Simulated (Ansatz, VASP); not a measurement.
# One calculation of Be24NO, two programs

```
CELL_PARAMETERS angstrom
4.52544 0.00000 0.00000
0.00000 7.13362 0.00000
0.00000 0.00000 22.36855
ATOMIC_POSITIONS crystal
Be 0.00000 0.37500 0.17882
Be 0.00000 0.87500 0.17882
Be 0.50000 0.37500 0.17882
Be 0.50000 0.87500 0.17882
Be 0.25000 0.12500 0.20802
Be 0.25000 0.62500 0.20802
Be 0.75000 0.12500 0.20802
Be 0.75000 0.62500 0.20802
Be 0.25000 0.37500 0.26643
Be 0.25000 0.87500 0.26643
Be 0.75000 0.37500 0.26643
Be 0.75000 0.87500 0.26643
Be 0.00000 0.12500 0.29031
Be 0.00000 0.62500 0.29031
Be 0.50000 0.12500 0.29031
Be 0.50000 0.62500 0.29031
Be 0.00000 0.37500 0.35468
Be 0.00000 0.87500 0.35468
Be 0.50000 0.37500 0.35468
Be 0.50000 0.87500 0.35468
Be 0.25000 0.12500 0.37412
Be 0.25000 0.62500 0.37412
Be 0.75000 0.12500 0.37412
Be 0.75000 0.62500 0.37412
N 0.75000 0.45833 0.44476
O 0.87097 0.57930 0.47113
```

Alike in both runs: task single point; functional PBE; k mesh 6 × 4 × 1; occupations gaussian, width 0.1 eV; collinear spin.

|  | VASP | Ansatz |
| --- | --- | --- |
| version | VASP 6.6.1 | Ansatz 0.2.0 |
| potentials or method | VASP PAW PBE potentials, release 64 (Be, N, O), cutoff 520 eV | scalar-relativistic, plane waves, PAW |
| valence electrons in the cell | 59 | 59 |

```csv
,VASP,Ansatz,Ansatz less VASP
gap on the k mesh at the Fermi level (eV),none,none,-
rms of the force components (eV/Å),0.515,0.369,-0.1467
net moment per atom (μB),0.00,0.00,0.000
```

Atom by atom the forces differ by 0.177 eV/Å (rms over components). A gap of «none» marks a metal or a gap that the smearing closes. The functional is the same, so the differences come from potentials, cutoffs and numerics. Ansatz's warnings: seeded moment not kept.

Noted on VASP's run: the standard files for N, O and F lose accuracy on very short bonds.
